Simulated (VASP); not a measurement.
# MgS (P-6m2) in VASP: a series of runs, part 2 of 2

VASP 6.6.1. Earlier steps stand in the parts before.

## 4. Single point, PBE

This run uses another cell than the first one, of 19.03 Å³/atom, 1.041 times its volume.

The input, INCAR:

```
PREC = Accurate ; ENCUT = 520
EDIFF = 1E-6 ; ISMEAR = -1
SIGMA = 0.05 ; LREAL = False
LASPH = True ; NELM = 60
ALGO = Normal ; ISIF = 2
LWAVE = False ; LCHARG = False
GGA = PE ; NBANDS = 11
```

The input, KPOINTS:

```
Automatic mesh
0
Gamma
  9 9 8
```

The input, POSCAR:

```
MgS
1.0
    3.6348240082      0.0000000000      0.0000000000
   -1.8174069710      3.1478501400      0.0000000000
    0.0000000000      0.0000000000      3.3271497770
Mg S
1 1
Direct
    0.0000000000      0.0000000000      0.5000000000
    0.6666700000      0.3333300000      0.0000000000
```

Potentials or basis: VASP PAW PBE potentials, release 64 (Mg, S).

Launch:

```bash
$ cat potpaw_PBE.64/Mg/POTCAR potpaw_PBE.64/S/POTCAR > POTCAR
$ mpirun -np 1 vasp_std > vasp.out
```

OUTCAR:

```text
PREC = Accurate
   ENCUT = 520
   EDIFF = 1E-6
   ISMEAR = -1
   LREAL = False
   LASPH = True
   NELM = 60
   ISIF = 2
   GGA = PE

 ion  position               nearest neighbor table
   1  0.000  0.000  0.500-   2 2.68   2 2.68   2 2.68   2 2.68   2 2.68   2 2.68
   2  0.667  0.333  0.000-   1 2.68   1 2.68   1 2.68   1 2.68   1 2.68   1 2.68

  LATTYP: Found a hexagonal cell.
 ALAT       =     3.6348240082
 C/A-ratio  =     0.9153537474

  Lattice vectors:

 A1 = (   3.6348240082,   0.0000000000,   0.0000000000)
 A2 = (  -1.8174069710,   3.1478501400,   0.0000000000)
 A3 = (   0.0000000000,   0.0000000000,   3.3271497770)

Analysis of symmetry for initial positions (statically):
=====================================================================
 Subroutine PRICEL returns:
 Original cell was already a primitive cell.

 Routine SETGRP: Setting up the symmetry group for a
 hexagonal supercell.

 Subroutine GETGRP returns: Found  4 space group operations
 (whereof  4 operations were pure point group operations)
 out of a pool of 24 trial point group operations.

The static configuration has the point symmetry C_2v.

Analysis of symmetry for dynamics (positions and initial velocities):
=====================================================================
 Subroutine PRICEL returns:
 Original cell was already a primitive cell.

 Routine SETGRP: Setting up the symmetry group for a
 hexagonal supercell.

 Subroutine GETGRP returns: Found  4 space group operations
 (whereof  4 operations were pure point group operations)
 out of a pool of 24 trial point group operations.

The dynamic configuration has the point symmetry C_2v.

 Subroutine INISYM returns: Found  4 space group operations
 (whereof  4 operations are pure point group operations),
 and found     1 'primitive' translations

----------------------------------------------------------------------------------------

                                     Primitive cell

  volume of cell :      38.0689

  direct lattice vectors                    reciprocal lattice vectors
     3.634824008  0.000000000  0.000000000     0.275116484  0.158838125  0.000000000
    -1.817406971  3.147850140  0.000000000     0.000000000  0.317677131  0.000000000
     0.000000000  0.000000000  3.327149777     0.000000000  0.000000000  0.300557554

  length of vectors
     3.634824008  3.634821674  3.327149777     0.317676927  0.317677131  0.300557554

  position of ions in fractional coordinates (direct lattice)
     0.000000000  0.000000000  0.500000000
     0.666670000  0.333330000  0.000000000

  ion indices of the primitive-cell ions
   primitive index   ion index
                 1           1
                 2           2

----------------------------------------------------------------------------------------

 KPOINTS: Automatic mesh

Automatic generation of k-mesh.
 Grid dimensions read from file:
 generate k-points for:    9    9    8

 Generating k-lattice:

  Cartesian coordinates                     Fractional coordinates (reciprocal lattice)
     0.030568498  0.017648681  0.000000000     0.111111111  0.000000000  0.000000000
     0.000000000  0.035297459  0.000000000     0.000000000  0.111111111  0.000000000
     0.000000000  0.000000000  0.037569694     0.000000000  0.000000000  0.125000000

  Length of vectors
     0.035297436  0.035297459  0.037569694

  Shift w.r.t. Gamma in fractional coordinates (k-lattice)
     0.000000000  0.000000000  0.000000000

 Subroutine IBZKPT returns following result:
 ===========================================

 Found    125 irreducible k-points:

 Following reciprocal coordinates:
            Coordinates               Weight
  0.000000  0.000000  0.000000      1.000000
  0.111111  0.000000  0.000000      4.000000
 -0.111111  0.111111  0.000000      2.000000
  0.222222 -0.000000  0.000000      4.000000
 -0.222222  0.222222  0.000000      2.000000
  0.333333 -0.000000  0.000000      4.000000
[... 16 lines left out ...]
 -0.222222 -0.444444  0.000000      4.000000
  0.444444  0.333333  0.000000      4.000000
 [... further k-points ...]
   k-points           NKPTS =    125   k-points in BZ     NKDIM =    125   number of bands    NBANDS=     11
   number of dos      NEDOS =    301   number of ions     NIONS =      2
   total plane-waves  NPLWV =  21952
   dimension x,y,z NGX =    28 NGY =   28 NGZ =   28
   dimension x,y,z NGXF=    56 NGYF=   56 NGZF=   56
   ions per type =               1   1
   NGX,Y,Z   is equivalent  to a cutoff of  12.81, 12.81, 13.99 a.u.
   NGXF,Y,Z  is equivalent  to a cutoff of  25.61, 25.61, 27.98 a.u.
 SYSTEM =  unknown system
   PREC   = accura    normal or accurate (medium, high low for compatibility)
   ISTART =      0    job   : 0-new  1-cont  2-samecut
   ICHARG =      2    charge: 1-file 2-atom 10-const
   ISPIN  =      1    spin polarized calculation?
   LNONCOLLINEAR =      F non collinear calculations
   LSORBIT =      F    spin-orbit coupling
   LASPH  =      T    aspherical Exc in radial PAW
   ENCUT  =  520.0 eV  38.22 Ry    6.18 a.u.   6.76  6.76  6.19*2*pi/ulx,y,z
   NELM   =     60;   NELMIN=  2; NELMDL= -5     # of ELM steps
   EDIFF  = 0.1E-05   stopping-criterion for ELM
   LREAL  =      F    real-space projection
[... 7 lines left out ...]
   TEBEG  =    0.0;   TEEND  =   0.0 temperature during run
   PSTRESS=    0.0 pullay stress
   NELECT =       8.0000    total number of electrons
   NUPDOWN=      -1.0000    fix difference up-down
   EMIN   =  10.00;   EMAX   =-10.00  energy-range for DOS
   EFERMI =   0.00;   METHOD = LEGACY
   ISMEAR =    -1;   SIGMA  =   0.05  broadening in eV -4-tet -1-fermi 0-gaus
   EFERMI_NEDOS =   21; number of points for ismear=-14 and -15
   IALGO  =     38    algorithm
   IMIX   =      4    mixing-type and parameters
     AMIX     =   0.40;   BMIX     =  1.00
     AMIX_MAG =   1.60;   BMIX_MAG =  1.00
  volume/ion in A,a.u.               =      19.03       128.45
  Fermi-wavevector in a.u.,A,eV,Ry     =   0.973303  1.839277 12.889064  0.947319
  Thomas-Fermi vector in A             =   2.103672
   LORBIT       =      0    0 simple, 1 ext, 2 COOP (PROOUT), +10 PAW based schemes
   GGA     = PE    functional components
[... 5 lines left out ...]
 non-spin polarized calculation
  energy-cutoff  :      520.00
  volume of cell :       38.07
 maximum number of plane-waves:      1056
   NGX = 13   NGY = 13   NGZ = 13

 number of electron       8.0000000 magnetization

 Free energy of the ion-electron system (eV)
  ---------------------------------------------------
  ext. energy  EPLUGINS =         0.00000000
  ---------------------------------------------------
  free energy    TOTEN  =        -7.99789851 eV

  energy without entropy =       -7.99789839  energy(sigma->0) =       -7.99789845

 E-fermi :   4.4530     XC(G=0):  -9.3375

 val. band max:        3.8096624037   @ k =   0.3333   0.3333   0.0000
 cond. band min:       5.1039335347   @ k =   0.4444   0.1111   0.5000
 fundamental gap:      1.2942711310
 Fermi energy:         4.4529762617

 k-point     1 :       0.0000    0.0000    0.0000
  band No.  band energies     occupation
      1      -9.1477      2.00000
      2       3.0184      2.00000
      3       3.0184      2.00000
      4       3.0668      2.00000
      5       5.7251      0.00000
      6       9.2214      0.00000
      7      10.8372      0.00000
      8      10.8372      0.00000
      9      14.8391      0.00000
     10      17.3594      0.00000
     11      17.6028      0.00000

 k-point     2 :       0.1111    0.0000    0.0000
  band No.  band energies     occupation
      1      -9.0493      2.00000
      2       2.1814      2.00000
      3       2.8830      2.00000
      4       3.1335      2.00000
      5       6.3582      0.00000
      6       9.3718      0.00000
      7      10.4940      0.00000
      8      11.2616      0.00000
      9      15.7590      0.00000
     10      15.8503      0.00000
     11      17.3369      0.00000
[... 295 lines left out ...]
 k-point    24 :       0.4444    0.3333    0.0000
  band No.  band energies     occupation
      1      -8.0454      2.00000
      2      -0.8635      2.00000
      3       0.6305      2.00000
      4       3.7653      2.00000
      5       9.1012      0.00000
      6      10.2917      0.00000
      7      11.3995      0.00000
      8      12.7083      0.00000
      9      14.2182      0.00000
     10      14.2947      0.00000
     11      15.5974      0.00000

 [... further k-points ...]

------------------------ aborting loop because EDIFF is reached ----------------------------------------

  FORCE on cell =-STRESS in cart. coord.  units (eV):
  Direction    XX          YY          ZZ          XY          YZ          ZX
  --------------------------------------------------------------------------------------
  -------------------------------------------------------------------------------------
  Total       -0.3408948     -0.3409037     -0.4530546     -0.0000083      0.0000000      0.0000000
  in kB      -14.3470013    -14.3473778    -19.0673937     -0.0003473      0.0000000      0.0000000
  external PRESSURE =     -15.9205910 kB  Pullay stress =       0.0000000 kB

 VOLUME and BASIS-vectors are now :
 -----------------------------------------------------------------------------
  energy-cutoff  :      520.00
  volume of cell :       38.07
      direct lattice vectors                 reciprocal lattice vectors
     3.634824008  0.000000000  0.000000000     0.275116484  0.158838125  0.000000000
    -1.817406971  3.147850140  0.000000000     0.000000000  0.317677131  0.000000000
     0.000000000  0.000000000  3.327149777     0.000000000  0.000000000  0.300557554

 POSITION                                       TOTAL-FORCE (eV/Angst)
 -----------------------------------------------------------------------------------
      0.00000      0.00000      1.66357         0.000037     -0.000021      0.000000
      1.81743      1.04927      0.00000        -0.000037      0.000021      0.000000
 -----------------------------------------------------------------------------------
    total drift:                               -0.000005     -0.000010      0.000000

  FREE ENERGIE OF THE ION-ELECTRON SYSTEM (eV)
  ---------------------------------------------------
  free  energy   TOTEN  =        -7.9978985115 eV

  energy  without entropy=       -7.9978983926  energy(sigma->0) =       -7.99789845
```

OSZICAR:

```text
N       E                     dE             d eps       ncg     rms          rms(c)
DAV:   1     0.224220084503E+02    0.22422E+02   -0.33753E+03  2750   0.597E+02
DAV:   2    -0.698413048879E+01   -0.29406E+02   -0.27821E+02  3392   0.973E+01
DAV:   3    -0.855033484100E+01   -0.15662E+01   -0.15637E+01  3415   0.243E+01
DAV:   4    -0.856027752693E+01   -0.99427E-02   -0.99417E-02  3254   0.236E+00
DAV:   5    -0.856037727990E+01   -0.99753E-04   -0.99752E-04  3499   0.236E-01    0.458E+00
DAV:   6    -0.806066001026E+01    0.49972E+00   -0.10382E+00  3044   0.391E+00    0.345E+00
DAV:   7    -0.800058362871E+01    0.60076E-01   -0.28088E-01  3355   0.221E+00    0.235E+00
DAV:   8    -0.799884475923E+01    0.17389E-02   -0.22989E-02  2957   0.870E-01    0.122E+00
DAV:   9    -0.799785230584E+01    0.99245E-03   -0.21665E-03  3116   0.240E-01    0.427E-01
DAV:  10    -0.799788326349E+01   -0.30958E-04   -0.29258E-04  3221   0.838E-02    0.494E-02
DAV:  11    -0.799789892407E+01   -0.15661E-04   -0.21506E-05  3092   0.241E-02    0.464E-02
DAV:  12    -0.799789851147E+01    0.41260E-06   -0.17400E-06  3225   0.612E-03
   1 F= -.79978985E+01 E0= -.79978985E+01  d E =-.118855E-06
```

Run time: 16 s. Hardware: 1 thread of Intel Xeon 6975P-C (Granite Rapids), shared host; peak memory 0.19 GiB.

What came out:

```yaml
Free_energy: -7.9979 eV
Pressure: -1.6 GPa
Band_gap_on_the_k_mesh: 1.29 eV, indirect (least direct gap 2.21 eV)
```

## 5. Summary

```tsv
cell	gap on the mesh (eV)	pressure (GPa)
a = 3.587, b = 3.587, c = 3.283 Å, angles 90.0, 90.0, 120.0°, 2 atoms	1.24	1.2
a = 3.611, b = 3.611, c = 3.305 Å, angles 90.0, 90.0, 120.0°, 2 atoms	1.27	-0.3
a = 3.635, b = 3.635, c = 3.327 Å, angles 90.0, 90.0, 120.0°, 2 atoms	1.29	-1.6
```

Alike in all rows: task single point; level PBE; potentials or basis VASP PAW PBE potentials, release 64 (Mg, S); no spin polarisation; k mesh 9 × 9 × 8; cutoff (eV) 520; smearing fermi-dirac 0.05 eV.

Absolute energies hang on the potentials; compare differences alone.
